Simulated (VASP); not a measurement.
# CdHg3Se4 (Amm2) in VASP: notebook

CdHg3Se4 is run at these levels: PBE; tasks: single point, relaxation of cell and atoms.

All numbers are computed with VASP 6.6.1; they aren't measurements. Logs are shortened: lines on timing, memory, paths and dates and some standing lists are left out, and cuts for length are marked.

### 1 The cell of the first run

The structure is orthorhombic, space group Amm2 (No. 38). Conventional cell: a = 4.257 Å, b = 8.513 Å, c = 12.039 Å, α = 90.00°, β = 90.00°, γ = 90.00°. Within 3.4 Å of Cd (site symmetry mm2) lie 4 Se at 2.61 Å. Within 3.4 Å of Hg (site symmetry m) lie 4 Se at 2.61 Å. Hg (site symmetry mm2) has 4 Se at 2.61 Å within 3.4 Å. Se (site symmetry mm2) has 4 Hg at 2.61 Å within 3.4 Å. Se (site symmetry mm2) has 2 Cd at 2.61 Å and 2 Hg at 2.61 Å within 3.4 Å. Se (site symmetry m) has 1 Cd at 2.61 Å and 3 Hg at 2.61 Å within 3.4 Å.

### 2 Single point, PBE

Contents of INCAR:

```
  ALGO = Normal
  EDIFF = 1E-6
  ENCUT = 520
  GGA = PE
  ISIF = 2
  ISMEAR = 0
  LASPH = True
  LCHARG = False
  LREAL = False
  LWAVE = False
  NBANDS = 46
  NELM = 80
  PREC = Accurate
  SIGMA = 0.1
```

Contents of KPOINTS:

```
k-points
0
Gamma
  4 4 4
```

Contents of POSCAR:

```
CdHg3Se4
1.0
    4.2565572000      0.0000000000      0.0000000000
    0.0000000000      4.2565572000      6.0196809300
    0.0000000000     -4.2565572000      6.0196809300
Cd Hg Se
1 3 4
Direct
    0.5000000000      0.5000000000      0.5000000000
    0.0000000000      0.5000000000      0.0000000000
    0.0000000000      0.0000000000      0.5000000000
    0.5000000000      0.0000000000      0.0000000000
    0.0000000000      0.8750000000      0.8750000000
    0.0000000000      0.3750000000      0.3750000000
    0.5000000000      0.3750000000      0.8750000000
    0.5000000000      0.8750000000      0.3750000000
```

Potentials or basis: VASP PAW PBE potentials, release 64 (Cd, Hg, Se).

Run with:

```bash
$ cat potpaw_PBE.64/Cd/POTCAR potpaw_PBE.64/Hg/POTCAR potpaw_PBE.64/Se/POTCAR > POTCAR
$ mpirun -np 1 vasp_std > vasp.out
```

OUTCAR:

```text
EDIFF = 1E-6
   ENCUT = 520
   GGA = PE
   ISIF = 2
   ISMEAR = 0
   LASPH = True
   LREAL = False
   NELM = 80
   PREC = Accurate

 ion  position               nearest neighbor table
   1  0.500  0.500  0.500-   6 2.61   7 2.61   8 2.61   6 2.61
   2  0.000  0.500  0.000-   5 2.61   6 2.61   7 2.61   7 2.61
   3  0.000  0.000  0.500-   5 2.61   6 2.61   8 2.61   8 2.61
   4  0.500  0.000  0.000-   5 2.61   7 2.61   8 2.61   5 2.61
   5  0.000  0.875  0.875-   2 2.61   3 2.61   4 2.61   4 2.61
   6  0.000  0.375  0.375-   1 2.61   2 2.61   3 2.61   1 2.61
   7  0.500  0.375  0.875-   1 2.61   2 2.61   4 2.61   2 2.61
   8  0.500  0.875  0.375-   1 2.61   3 2.61   4 2.61   3 2.61

  LATTYP: Found a base centered orthorhombic cell.
 ALAT       =     8.5131144000
 B/A-ratio  =     1.4142135644
 C/A-ratio  =     0.5000000000

  Lattice vectors:

 A1 = (   0.0000000000,   4.2565572000,  -6.0196809300)
 A2 = (   0.0000000000,   4.2565572000,   6.0196809300)
 A3 = (   4.2565572000,   0.0000000000,   0.0000000000)

Analysis of symmetry for initial positions (statically):
=====================================================================
 Subroutine PRICEL returns:
 Original cell was already a primitive cell.

 Routine SETGRP: Setting up the symmetry group for a
 base centered orthorhombic supercell.

 Subroutine GETGRP returns: Found  4 space group operations
 (whereof  4 operations were pure point group operations)
 out of a pool of  8 trial point group operations.

The static configuration has the point symmetry C_2v.

Analysis of symmetry for dynamics (positions and initial velocities):
=====================================================================
 Subroutine PRICEL returns:
 Original cell was already a primitive cell.

 Routine SETGRP: Setting up the symmetry group for a
 base centered orthorhombic supercell.

 Subroutine GETGRP returns: Found  4 space group operations
 (whereof  4 operations were pure point group operations)
 out of a pool of  8 trial point group operations.

The dynamic configuration has the point symmetry C_2v.

 Subroutine INISYM returns: Found  4 space group operations
 (whereof  4 operations are pure point group operations),
 and found     1 'primitive' translations

----------------------------------------------------------------------------------------

                                     Primitive cell

  volume of cell :     218.1325

  direct lattice vectors                    reciprocal lattice vectors
     4.256557200  0.000000000  0.000000000     0.234931649  0.000000000  0.000000000
     0.000000000  4.256557200  6.019680930     0.000000000  0.117465824  0.083060881
     0.000000000 -4.256557200  6.019680930     0.000000000 -0.117465824  0.083060881

  length of vectors
     4.256557200  7.372573343  7.372573343     0.234931649  0.143865666  0.143865666

  position of ions in fractional coordinates (direct lattice)
     0.500000000  0.500000000  0.500000000
     0.000000000  0.500000000  0.000000000
     0.000000000  0.000000000  0.500000000
     0.500000000  0.000000000  0.000000000
     0.000000000  0.875000000  0.875000000
     0.000000000  0.375000000  0.375000000
     0.500000000  0.375000000  0.875000000
     0.500000000  0.875000000  0.375000000

  ion indices of the primitive-cell ions
   primitive index   ion index
                 1           1
                 2           2
                 3           3
                 4           4
                 5           5
                 6           6
                 7           7
                 8           8

----------------------------------------------------------------------------------------

 KPOINTS: k-points

Automatic generation of k-mesh.
 Grid dimensions read from file:
 generate k-points for:    4    4    4

 Generating k-lattice:

  Cartesian coordinates                     Fractional coordinates (reciprocal lattice)
     0.058732912  0.000000000  0.000000000     0.250000000  0.000000000  0.000000000
     0.000000000  0.029366456  0.020765220     0.000000000  0.250000000  0.000000000
     0.000000000 -0.029366456  0.020765220     0.000000000  0.000000000  0.250000000

  Length of vectors
     0.058732912  0.035966416  0.035966416

  Shift w.r.t. Gamma in fractional coordinates (k-lattice)
     0.000000000  0.000000000  0.000000000

 Subroutine IBZKPT returns following result:
 ===========================================

 Found     21 irreducible k-points:

 Following reciprocal coordinates:
            Coordinates               Weight
  0.000000  0.000000  0.000000      1.000000
  0.250000  0.000000  0.000000      2.000000
  0.500000  0.000000  0.000000      1.000000
  0.000000  0.250000 -0.000000      4.000000
  0.250000  0.250000 -0.000000      8.000000
  0.500000  0.250000 -0.000000      4.000000
[... 13 lines left out ...]
  0.250000  0.500000  0.500000      2.000000
  0.500000  0.500000  0.500000      1.000000
[... 37 lines left out ...]
   GGA     = PE    functional components
   LHFCALC =     F    Hartree Fock is set to
   AEXX    =    0.0000 exact exchange contribution
   IVDW    =     0    specifies the selected vdW correction
   LEPSILON=     F    determine dielectric tensor
   LRPA    =     F    only Hartree local field effects (RPA)
 non-spin polarized calculation
 Gauss-broadening in eV      SIGMA  =   0.10
  energy-cutoff  :      520.00
  volume of cell :      218.13
 maximum number of plane-waves:      5904
 NGX is ok and might be reduce to    32
   NGX = 15   NGY = 27   NGZ = 27

 number of electron      71.9999999 magnetization

 Free energy of the ion-electron system (eV)
  ---------------------------------------------------
  ext. energy  EPLUGINS =         0.00000000
  ---------------------------------------------------
  free energy    TOTEN  =       -17.20253924 eV

  energy without entropy =      -17.19995755  energy(sigma->0) =      -17.20124839

 E-fermi :   1.8934     XC(G=0):  -9.1517

 val. band max:        1.8712865951   @ k =   0.0000   0.0000   0.0000
 cond. band min:       2.6630884762   @ k =   0.0000   0.2500  -0.0000
 fundamental gap:      0.7918018811
 Fermi energy:         1.8933725108

 k-point     1 :       0.0000    0.0000    0.0000
  band No.  band energies     occupation
      1     -11.6333      2.00000
      2     -11.1460      2.00000
      3     -11.1240      2.00000
      4     -10.9615      2.00000
      5      -6.4778      2.00000
      6      -6.3737      2.00000
[... 38 lines left out ...]
     45       8.0747      0.00000
     46       8.1101      0.00000

 k-point     2 :       0.2500    0.0000    0.0000
  band No.  band energies     occupation
      1     -11.4621      2.00000
      2     -11.0604      2.00000
      3     -11.0591      2.00000
      4     -10.9690      2.00000
      5      -6.4316      2.00000
      6      -6.3409      2.00000
[... 38 lines left out ...]
     45       7.7965      0.00000
     46       8.0701      0.00000

 k-point     3 :       0.5000    0.0000    0.0000
  band No.  band energies     occupation
      1     -11.1714      2.00000
      2     -11.1251      2.00000
      3     -10.9724      2.00000
      4     -10.9579      2.00000
      5      -6.3575      2.00000
      6      -6.3241      2.00000
[... 38 lines left out ...]
     45       7.9050      0.00000
     46       7.9554      0.00000

 k-point     4 :       0.0000    0.2500   -0.0000
  band No.  band energies     occupation
      1     -11.5675      2.00000
      2     -11.2092      2.00000
      3     -11.1129      2.00000
      4     -10.9839      2.00000
      5      -6.4747      2.00000
      6      -6.3833      2.00000
[... 773 lines left out ...]
     45       7.9027      0.00000
     46       7.9488      0.00000

 k-point    20 :       0.2500    0.5000    0.5000
  band No.  band energies     occupation
      1     -11.2567      2.00000
      2     -11.2140      2.00000
      3     -11.0625      2.00000
      4     -11.0237      2.00000
      5      -6.4237      2.00000
      6      -6.3520      2.00000
[... 38 lines left out ...]
     45       8.2628      0.00000
     46       8.3039      0.00000

 k-point    21 :       0.5000    0.5000    0.5000
  band No.  band energies     occupation
      1     -11.1667      2.00000
      2     -11.1211      2.00000
      3     -10.9712      2.00000
      4     -10.9563      2.00000
      5      -6.3541      2.00000
      6      -6.3257      2.00000
[... 38 lines left out ...]
     45       8.1466      0.00000
     46       8.1843      0.00000

------------------------ aborting loop because EDIFF is reached ----------------------------------------

  FORCE on cell =-STRESS in cart. coord.  units (eV):
  Direction    XX          YY          ZZ          XY          YZ          ZX
  --------------------------------------------------------------------------------------
  -------------------------------------------------------------------------------------
  Total        9.3301990      8.9231881      8.9232629      0.0000000      0.0000000      0.0000000
  in kB       68.5300539     65.5405699     65.5411197      0.0000000      0.0000000      0.0000000
  external PRESSURE =      66.5372478 kB  Pullay stress =       0.0000000 kB

 VOLUME and BASIS-vectors are now :
 -----------------------------------------------------------------------------
  energy-cutoff  :      520.00
  volume of cell :      218.13
      direct lattice vectors                 reciprocal lattice vectors
     4.256557200  0.000000000  0.000000000     0.234931649  0.000000000  0.000000000
     0.000000000  4.256557200  6.019680930     0.000000000  0.117465824  0.083060881
     0.000000000 -4.256557200  6.019680930     0.000000000 -0.117465824  0.083060881

 POSITION                                       TOTAL-FORCE (eV/Angst)
 -----------------------------------------------------------------------------------
      2.12828      0.00000      6.01968         0.000000     -0.000000     -0.004867
      0.00000      2.12828      3.00984         0.000000      0.002564      0.018798
      0.00000     -2.12828      3.00984         0.000000     -0.002564      0.018798
      2.12828      0.00000      0.00000         0.000000     -0.000000      0.018688
      0.00000      0.00000     10.53444         0.000000     -0.000000     -0.014401
      0.00000      0.00000      4.51476         0.000000     -0.000000      0.195761
      2.12828     -2.12828      7.52460         0.000000      0.130967     -0.116388
      2.12828      2.12828      7.52460         0.000000     -0.130967     -0.116388
 -----------------------------------------------------------------------------------
    total drift:                                0.000000      0.000000     -0.000142

  FREE ENERGIE OF THE ION-ELECTRON SYSTEM (eV)
  ---------------------------------------------------
  free  energy   TOTEN  =       -17.2025392350 eV

  energy  without entropy=      -17.1999575494  energy(sigma->0) =      -17.20124839
```

Run time: 1.9 min. Hardware: 1 thread of AMD EPYC 9R45 (Zen 5), shared host; peak memory 0.4 GiB.

What came out:

```
Free energy            : -17.2025 eV
Pressure               : 6.7 GPa
Largest force          : 0.196 eV/Å
Band gap on the k mesh : 0.02 eV
```

Forces on the atoms (eV/Å):
```
Cd   0.000  0.000 -0.005
Hg   0.000  0.003  0.019
Hg   0.000 -0.003  0.019
Hg   0.000  0.000  0.019
Se   0.000  0.000 -0.014
Se   0.000  0.000  0.196
Se   0.000  0.131 -0.116
Se   0.000 -0.131 -0.116
```

Caveat: the cell stands under pressure; spin-orbit coupling is left out, which moves the levels of the heavy elements.

### 3 Single point, PBE

This run uses another cell than the first one, of 30.65 Å³/atom.

Contents of INCAR:

```
SYSTEM = CdHg3Se4
PREC = Accurate
ENCUT = 520
EDIFF = 1E-6
ISMEAR = 0
SIGMA = 0.1
LREAL = .FALSE.
LASPH = .TRUE.
NELM = 80
ALGO = Normal
ISIF = 2
LWAVE = .FALSE.
LCHARG = .FALSE.
GGA = PE
NBANDS = 46
```

Contents of KPOINTS:

```
regular mesh
0
G
  4 4 4
  0 0 0
```

Contents of POSCAR:

```
CdHg3Se4
1.0
    4.4412066482      0.0000000000      0.0000000000
    0.0000000000      4.4245287244      6.2397028654
    0.0000000000     -4.4245287244      6.2397028654
Cd Hg Se
1 3 4
Direct
    0.5000000000      0.4994249091      0.4994249091
    0.0000000000      0.4998898589      0.0000806910
    0.0000000000      0.0000806910      0.4998898589
    0.5000000000      0.0002909865      0.0002909865
    0.0000000000      0.8753485363      0.8753485363
    0.0000000000      0.3764797599      0.3764797599
    0.5000000000      0.3757137851      0.8727714732
    0.5000000000      0.8727714732      0.3757137851
```

Potentials or basis: VASP PAW PBE potentials, release 64 (Cd, Hg, Se).

Run with:

```bash
$ cat potpaw_PBE.64/Cd/POTCAR potpaw_PBE.64/Hg/POTCAR potpaw_PBE.64/Se/POTCAR > POTCAR
$ mpirun -np 1 vasp_std > vasp.out
```

Run time: 2.3 min. Hardware: 1 thread of AMD EPYC 9R45 (Zen 5), shared host; peak memory 0.44 GiB.

It converged, with:

```yaml
Free_energy: -17.7091 eV
Pressure: -0.1 GPa
Largest_force: 0.013 eV/Å
Band_gap_on_the_k_mesh: zero (filled and empty bands touch)
```

Forces on the atoms (eV/Å):
```
Cd   0.000  0.000 -0.007
Hg   0.000 -0.008  0.002
Hg   0.000  0.008  0.002
Hg   0.000  0.000  0.013
Se   0.000  0.000 -0.010
Se   0.000  0.000 -0.001
Se   0.000  0.002  0.001
Se   0.000 -0.002  0.001
```

Levels at points of the mesh, in eV from the Fermi level:
```
           k point  band 34  band 35  band 36  band 37  band 38  band 39
(0.00, 0.00, 0.00)    -0.74    -0.04    -0.04    -0.03     1.12     1.53
(0.50, 0.00, 0.00)    -1.99    -0.89    -0.78     2.40     2.63     3.41
(0.00, 0.50, 0.00)    -0.53    -0.38    -0.37     1.08     1.33     2.62
(0.50, 0.50, 0.00)    -1.37    -1.34    -1.33     2.54     2.65     2.66
(0.00, 0.50, 0.50)    -0.99    -0.84    -0.79     2.15     2.21     2.38
(0.50, 0.50, 0.50)    -0.83    -0.78    -0.76     1.13     1.48     2.61
```

Caveat: semilocal functionals underestimate gaps, and a narrow one can read as zero; spin-orbit coupling is left out, which moves the levels of the heavy elements.

### 4 Relaxation of cell and atoms, PBE

Contents of INCAR:

```
SYSTEM = CdHg3Se4
ALGO     = Normal         ! electronic algorithm
EDIFF    = 1E-7           ! SCF threshold, eV
EDIFFG   = -0.04          ! ionic threshold
ENCUT    = 600            ! plane-wave cutoff, eV
GGA      = PE             ! functional
IBRION   = 2              ! ionic algorithm
ISIF     = 3              ! what is computed and relaxed
ISMEAR   = 0              ! smearing method
LASPH    = .True.         ! aspherical terms in the spheres
LCHARG   = .False.        ! write CHGCAR
LREAL    = .False.        ! projectors in reciprocal space
LWAVE    = .False.        ! write WAVECAR
NELM     = 80             ! most SCF steps
NSW      = 90             ! ionic steps
PREC     = Accurate       ! precision mode
SIGMA    = 0.1            ! smearing width, eV
```

Contents of KPOINTS:

```
k-points
0
Gamma
  4 4 4
  0 0 0
```

Contents of POSCAR:

```
CdHg3Se4
1.0
    4.2565572000      0.0000000000      0.0000000000
    0.0000000000      4.2565572000      6.0196809300
    0.0000000000     -4.2565572000      6.0196809300
Cd Hg Se
1 3 4
Direct
    0.5000000000      0.5000000000      0.5000000000
    0.0000000000      0.5000000000      0.0000000000
    0.0000000000      0.0000000000      0.5000000000
    0.5000000000      0.0000000000      0.0000000000
    0.0000000000      0.8750000000      0.8750000000
    0.0000000000      0.3750000000      0.3750000000
    0.5000000000      0.3750000000      0.8750000000
    0.5000000000      0.8750000000      0.3750000000
```

Run with:

```bash
$ cat potpaw_PBE.64/Cd/POTCAR potpaw_PBE.64/Hg/POTCAR potpaw_PBE.64/Se/POTCAR > POTCAR
$ mpirun -np 1 vasp_std > vasp.out
```

Wall time 11 min (1 thread of AMD EPYC 9R45 (Zen 5), shared host); peak memory 0.48 GiB.

Results (log left out):

* Free energy: -17.7043 eV
* Relaxed volume: 30.66 Å³/atom
* Relaxed cell: a = 4.441 Å, b = 7.652 Å, c = 7.652 Å, α = 70.61°, β = 90.00°, γ = 90.00°
* Space group after relaxing (to 0.1 Å): Amm2 (No. 38)
* Energy gained by relaxing: 62.7 meV/atom
* Ionic steps: 6
* Pressure after relaxing: -0.1 GPa
* Largest force after relaxing: 0.023 eV/Å
* Band gap on the k mesh: zero (filled and empty bands touch)

Forces in eV/Å, atoms in the order of the input:
```
Cd   0.000  0.000 -0.023
Hg   0.000 -0.015 -0.008
Hg   0.000  0.015 -0.008
Hg   0.000  0.000  0.005
Se   0.000  0.000  0.011
Se   0.000  0.000  0.003
Se   0.000 -0.003  0.011
Se   0.000  0.003  0.011
```

Stress tensor (GPa, compression positive):
```
-0.08  0.00  0.00
 0.00  0.00  0.00
 0.00  0.00 -0.10
```

The path:
```csv
step,energy change (eV),largest force (eV/Å),pressure (GPa),volume (Å³)
1,0.0000,0.1956,6.67,218.13
2,-0.4398,0.0585,-1.69,255.95
3,-0.5000,0.0847,0.02,244.84
4,-0.4999,0.0831,-0.08,245.40
5,-0.5007,0.0576,-0.07,245.37
6,-0.5013,0.0234,-0.06,245.31
```

Final structure:
```
Cd Hg Se
1.0
     4.44102    0.00000    0.00000
     0.00000    4.42245    6.24513
     0.00000   -4.42245    6.24513
Cd Hg Se
1 3 4
Cartesian
  2.2205 0.0000 6.2421
  0.0000 2.2098 3.1239
  0.0000 -2.2098 3.1239
  2.2205 0.0000 0.0027
  0.0000 0.0000 10.9286
  0.0000 0.0000 4.7034
  2.2205 -2.1992 7.7956
  2.2205 2.1992 7.7956
```

Levels at points of the mesh, in eV from the Fermi level:
| k point | band 34 | band 35 | band 36 | band 37 | band 38 | band 39 |
| --- | --- | --- | --- | --- | --- | --- |
| (0.00, 0.00, 0.00) | -0.74 | -0.04 | -0.03 | -0.03 | 1.12 | 1.53 |
| (0.50, 0.00, 0.00) | -1.99 | -0.88 | -0.78 | 2.40 | 2.63 | 3.40 |
| (0.00, 0.50, 0.00) | -0.53 | -0.38 | -0.37 | 1.08 | 1.33 | 2.63 |
| (0.50, 0.50, 0.00) | -1.37 | -1.34 | -1.33 | 2.53 | 2.65 | 2.65 |
| (0.00, 0.50, 0.50) | -0.99 | -0.84 | -0.78 | 2.15 | 2.21 | 2.38 |
| (0.50, 0.50, 0.50) | -0.82 | -0.78 | -0.76 | 1.13 | 1.47 | 2.61 |

Caveat: the k points lie up to 0.35 Å⁻¹ apart in the final cell; semilocal functionals underestimate gaps, and a narrow one can read as zero; spin-orbit coupling is left out, which moves the levels of the heavy elements.

### 5 The runs side by side

| task | cell | cutoff (eV) | gap on the mesh (eV) | pressure (GPa) | largest force (eV/Å) |
| --- | --- | --- | --- | --- | --- |
| single point | a = 4.257, b = 7.373, c = 7.373 Å, angles 70.5, 90.0, 90.0°, 8 atoms, atomic positions A | 520 | 0.02 | 6.7 | 0.20 |
| single point | a = 4.441, b = 7.649, c = 7.649 Å, angles 70.7, 90.0, 90.0°, 8 atoms, atomic positions B | 520 | none | -0.1 | 0.01 |
| relaxation of cell and atoms | relaxed from a = 4.257, b = 7.373, c = 7.373 Å, angles 70.5, 90.0, 90.0°, 8 atoms, atomic positions A | 600 | none | -0.1 | 0.02 |

Alike in all rows: level PBE; potentials or basis VASP PAW PBE potentials, release 64 (Cd, Hg, Se); no spin polarisation; k mesh 4 × 4 × 4; smearing gaussian 0.1 eV.

Caveats: some runs use coarse meshes; spin-orbit coupling is left out, which moves the levels of the heavy elements; semilocal functionals underestimate gaps, and a narrow one can read as zero (at least some runs); the cell stands under pressure (at least some runs).

Total energies depend on the potentials used, so only differences within one code and one set of settings carry meaning.

The gap in the log of VASP goes by the Fermi energy; the results here count the filled bands.